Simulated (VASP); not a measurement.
# BaS (Fm-3m) in VASP: single point with PBE

Aim: the single point of BaS with PBE.

All numbers are computed with VASP 6.6.1; they aren't measurements. Logs are shortened: lines on timing, memory, paths and dates and some standing lists are left out, and cuts for length are marked.

## 1. The cell of the first run

Symmetry: Fm-3m, No. 225, cubic system. The conventional cell has a = 6.429 Å, b = 6.429 Å, c = 6.429 Å, α = 90.00°, β = 90.00°, γ = 90.00°. Ba (site symmetry m-3m) has 6 S at 3.21 Å within 4.2 Å. S (site symmetry m-3m) has 6 Ba at 3.21 Å within 4.2 Å.

## 2. Single point, PBE, non-collinear spin, zero start, spin-orbit coupling

The input, INCAR:

```
ALGO = Normal ; EDIFF = 1E-6
ENCUT = 520 ; GGA = PE
GGA_COMPAT = F ; ISIF = 2
ISMEAR = -1 ; LASPH = T
LCHARG = T ; LORBIT = 11
LORBMOM = T ; LREAL = F
LSORBIT = T ; LVHAR = T
LWAVE = F ; MAGMOM = 0 0 0 0 0 0
NBANDS = 28 ; NELM = 150
PREC = Accurate ; SIGMA = 0.02
```

The input, KPOINTS:

```
k-points
0
Gamma
  8 8 8
```

The input, POSCAR:

```
BaS
1.0
    0.0000000000      3.2143926808      3.2143926808
    3.2143926808      0.0000000000      3.2143926808
    3.2143926808      3.2143926808      0.0000000000
Ba S
1 1
Direct
    0.0000000000      0.0000000000      0.0000000000
    0.5000000000      0.5000000000      0.5000000000
```

Potentials or basis: VASP PAW PBE potentials, release 64 (Ba_sv, S).

Command:

```sh
> cat potpaw_PBE.64/Ba_sv/POTCAR potpaw_PBE.64/S/POTCAR > POTCAR
> mpirun -np 1 vasp_ncl > vasp.out
```

OUTCAR:

```text
EDIFF = 1E-6
   ENCUT = 520
   GGA = PE
   ISIF = 2
   ISMEAR = -1
   LASPH = T
   LORBIT = 11
   LREAL = F
   LSORBIT = T
   NELM = 150
   PREC = Accurate

 ion  position               nearest neighbor table
   1  0.000  0.000  0.000-   2 3.21   2 3.21   2 3.21   2 3.21   2 3.21   2 3.21
   2  0.500  0.500  0.500-   1 3.21   1 3.21   1 3.21   1 3.21   1 3.21   1 3.21

  LATTYP: Found a face centered cubic cell.
 ALAT       =     6.4287853616

  Lattice vectors:

 A1 = (   0.0000000000,   3.2143926808,   3.2143926808)
 A2 = (   3.2143926808,   0.0000000000,   3.2143926808)
 A3 = (   3.2143926808,   3.2143926808,   0.0000000000)

Analysis of symmetry for initial positions (statically):
=====================================================================
 Subroutine PRICEL returns:
 Original cell was already a primitive cell.

 Routine SETGRP: Setting up the symmetry group for a
 face centered cubic supercell.

 Subroutine GETGRP returns: Found 48 space group operations
 (whereof 48 operations were pure point group operations)
 out of a pool of 48 trial point group operations.

The static configuration has the point symmetry O_h .

Analysis of symmetry for dynamics (positions and initial velocities):
=====================================================================
 Subroutine PRICEL returns:
 Original cell was already a primitive cell.

 Routine SETGRP: Setting up the symmetry group for a
 face centered cubic supercell.

 Subroutine GETGRP returns: Found 48 space group operations
 (whereof 48 operations were pure point group operations)
 out of a pool of 48 trial point group operations.

The dynamic configuration has the point symmetry O_h .

Analysis of structural, dynamic, and magnetic symmetry:
=====================================================================
 Subroutine PRICEL returns:
 Original cell was already a primitive cell.

 Routine SETGRP: Setting up the symmetry group for a
 face centered cubic supercell.

 Subroutine GETGRP returns: Found 48 space group operations
 (whereof 48 operations were pure point group operations)
 out of a pool of 48 trial point group operations.

The overall configuration has the point symmetry O_h .

 Subroutine INISYM returns: Found 48 space group operations
 (whereof 48 operations are pure point group operations),
 and found     1 'primitive' translations

----------------------------------------------------------------------------------------

                                     Primitive cell

  volume of cell :      66.4243

  direct lattice vectors                    reciprocal lattice vectors
     0.000000000  3.214392681  3.214392681    -0.155550379  0.155550379  0.155550379
     3.214392681  0.000000000  3.214392681     0.155550379 -0.155550379  0.155550379
     3.214392681  3.214392681  0.000000000     0.155550379  0.155550379 -0.155550379

  length of vectors
     4.545837724  4.545837724  4.545837724     0.269421160  0.269421160  0.269421160

  position of ions in fractional coordinates (direct lattice)
     0.000000000  0.000000000  0.000000000
     0.500000000  0.500000000  0.500000000

  ion indices of the primitive-cell ions
   primitive index   ion index
                 1           1
                 2           2

----------------------------------------------------------------------------------------

 KPOINTS: k-points

Automatic generation of k-mesh.
 Grid dimensions read from file:
 generate k-points for:    8    8    8

 Generating k-lattice:

  Cartesian coordinates                     Fractional coordinates (reciprocal lattice)
    -0.019443797  0.019443797  0.019443797     0.125000000  0.000000000  0.000000000
[... 99 lines left out ...]

 number of electron      16.0000002 magnetization       0.0000000      0.0000000     -0.0000000

 number of electron      16.0000002 magnetization      -0.0000000     -0.0000000      0.0000000

 Free energy of the ion-electron system (eV)
  ---------------------------------------------------
  ext. energy  EPLUGINS =         0.00000000
  ---------------------------------------------------
  free energy    TOTEN  =       -10.38793684 eV

  energy without entropy =      -10.38793684  energy(sigma->0) =      -10.38793684

 E-fermi :   1.8175     XC(G=0):  -8.5474

 val. band max:        1.4013443044   @ k =   0.0000   0.0000   0.0000
 cond. band min:       3.4905410067   @ k =   0.5000   0.5000   0.0000
 fundamental gap:      2.0891967023
 Fermi energy:         1.8174586226

 k-point     1 :       0.0000    0.0000    0.0000
  band No.  band energies     occupation
      1     -24.7837      1.00000
      2     -24.7837      1.00000
      3     -11.1859      1.00000
      4     -11.1859      1.00000
      5      -9.2174      1.00000
      6      -9.2174      1.00000
[... 733 lines left out ...]
     27      10.0006      0.00000
     28      10.0006      0.00000

 [... further k-points ...]

------------------------ aborting loop because EDIFF is reached ----------------------------------------

  FORCE on cell =-STRESS in cart. coord.  units (eV):
  Direction    XX          YY          ZZ          XY          YZ          ZX
  --------------------------------------------------------------------------------------
  -------------------------------------------------------------------------------------
  Total        0.2198957      0.2198957      0.2198957     -0.0000000      0.0000000     -0.0000000
  in kB        5.3039636      5.3039636      5.3039636     -0.0000000      0.0000000     -0.0000000
  external PRESSURE =       5.3039636 kB  Pullay stress =       0.0000000 kB

 VOLUME and BASIS-vectors are now :
 -----------------------------------------------------------------------------
  energy-cutoff  :      520.00
  volume of cell :       66.42
      direct lattice vectors                 reciprocal lattice vectors
     0.000000000  3.214392681  3.214392681    -0.155550379  0.155550379  0.155550379
     3.214392681  0.000000000  3.214392681     0.155550379 -0.155550379  0.155550379
     3.214392681  3.214392681  0.000000000     0.155550379  0.155550379 -0.155550379

 POSITION                                       TOTAL-FORCE (eV/Angst)
 -----------------------------------------------------------------------------------
      0.00000      0.00000      0.00000         0.000000      0.000000      0.000000
      3.21439      3.21439      3.21439        -0.000000     -0.000000     -0.000000
 -----------------------------------------------------------------------------------
    total drift:                                0.000000      0.000000      0.000000

  FREE ENERGIE OF THE ION-ELECTRON SYSTEM (eV)
  ---------------------------------------------------
  free  energy   TOTEN  =       -10.3879368367 eV

  energy  without entropy=      -10.3879368367  energy(sigma->0) =      -10.38793684

 orbital moment (x)

 # of ion     p       d       tot
 ----------------------------------------
  1         0.000  -0.000  -0.000
  2         0.000   0.000   0.000
 ----------------------------------------
            0.000  -0.000  -0.000

 orbital moment (y)

 # of ion     p       d       tot
 ----------------------------------------
  1        -0.000  -0.000  -0.000
  2         0.000   0.000   0.000
 ----------------------------------------
            0.000  -0.000  -0.000

 orbital moment (z)

 # of ion     p       d       tot
 ----------------------------------------
  1        -0.000   0.000  -0.000
  2         0.000   0.000   0.000
 ----------------------------------------
           -0.000   0.000  -0.000

 Spin-Orbit-Coupling matrix elements

 Ion:    1  E_soc:     -0.3888154
 l=   1
     0.0000000    -0.0646032    -0.0646032
    -0.0646032     0.0000000    -0.0646032
    -0.0646032    -0.0646032     0.0000000
 l=   2
     0.0000000    -0.0000133     0.0000000    -0.0000133    -0.0001861
    -0.0000133     0.0000000    -0.0001396    -0.0000133    -0.0000465
     0.0000000    -0.0001396     0.0000000    -0.0001396     0.0000000
    -0.0000133    -0.0000133    -0.0001396     0.0000000    -0.0000465
    -0.0001861    -0.0000465     0.0000000    -0.0000465     0.0000000
 l=   3
     0.0000000     0.0000000     0.0000000     0.0000000     0.0000000     0.0000000     0.0000000
     0.0000000     0.0000000     0.0000000     0.0000000     0.0000000     0.0000000     0.0000000
     0.0000000     0.0000000     0.0000000     0.0000000     0.0000000     0.0000000     0.0000000
     0.0000000     0.0000000     0.0000000     0.0000000     0.0000000     0.0000000     0.0000000
     0.0000000     0.0000000     0.0000000     0.0000000     0.0000000     0.0000000     0.0000000
     0.0000000     0.0000000     0.0000000     0.0000000     0.0000000     0.0000000     0.0000000
     0.0000000     0.0000000     0.0000000     0.0000000     0.0000000     0.0000000     0.0000000

 Ion:    2  E_soc:     -0.0023798
 l=   1
     0.0000000    -0.0003966    -0.0003966
    -0.0003966     0.0000000    -0.0003966
    -0.0003966    -0.0003966     0.0000000
 l=   2
     0.0000000     0.0000000     0.0000000     0.0000000     0.0000000
     0.0000000     0.0000000     0.0000000     0.0000000     0.0000000
     0.0000000     0.0000000     0.0000000     0.0000000     0.0000000
     0.0000000     0.0000000     0.0000000     0.0000000     0.0000000
     0.0000000     0.0000000     0.0000000     0.0000000     0.0000000
 l=   3
     0.0000000     0.0000000     0.0000000     0.0000000     0.0000000     0.0000000     0.0000000
     0.0000000     0.0000000     0.0000000     0.0000000     0.0000000     0.0000000     0.0000000
     0.0000000     0.0000000     0.0000000     0.0000000     0.0000000     0.0000000     0.0000000
     0.0000000     0.0000000     0.0000000     0.0000000     0.0000000     0.0000000     0.0000000
     0.0000000     0.0000000     0.0000000     0.0000000     0.0000000     0.0000000     0.0000000
     0.0000000     0.0000000     0.0000000     0.0000000     0.0000000     0.0000000     0.0000000
     0.0000000     0.0000000     0.0000000     0.0000000     0.0000000     0.0000000     0.0000000

 total charge

# of ion       s       p       d       tot
------------------------------------------
    1        2.010   5.617   0.268   7.895
    2        1.321   2.423   0.000   3.744
--------------------------------------------------
tot          3.330   8.040   0.268  11.638

 magnetization (x)

# of ion       s       p       d       tot
------------------------------------------
    1       -0.000  -0.000   0.000  -0.000
    2        0.000  -0.000   0.000  -0.000
--------------------------------------------------
tot         -0.000  -0.000   0.000  -0.000

 magnetization (y)

# of ion       s       p       d       tot
------------------------------------------
    1        0.000  -0.000   0.000   0.000
    2        0.000   0.000   0.000   0.000
--------------------------------------------------
tot          0.000   0.000   0.000   0.000

 magnetization (z)

# of ion       s       p       d       tot
------------------------------------------
    1        0.000   0.000   0.000   0.000
    2        0.000  -0.000   0.000  -0.000
--------------------------------------------------
tot          0.000  -0.000   0.000  -0.000
```

Wall time 4.2 min (1 thread of Intel Xeon 8259CL, shared host); peak memory 0.42 GiB.

What came out:

- Free energy: -10.3879 eV
- Pressure: 0.5 GPa
- Net moment: 0.00 μB per cell
- Valence electrons inside the program's atomic spheres: Ba 7.89; S 3.74

Moments on the atoms (μB; x, y, z):
```
Ba  0.00 0.00 0.00
S   0.00 0.00 0.00
```
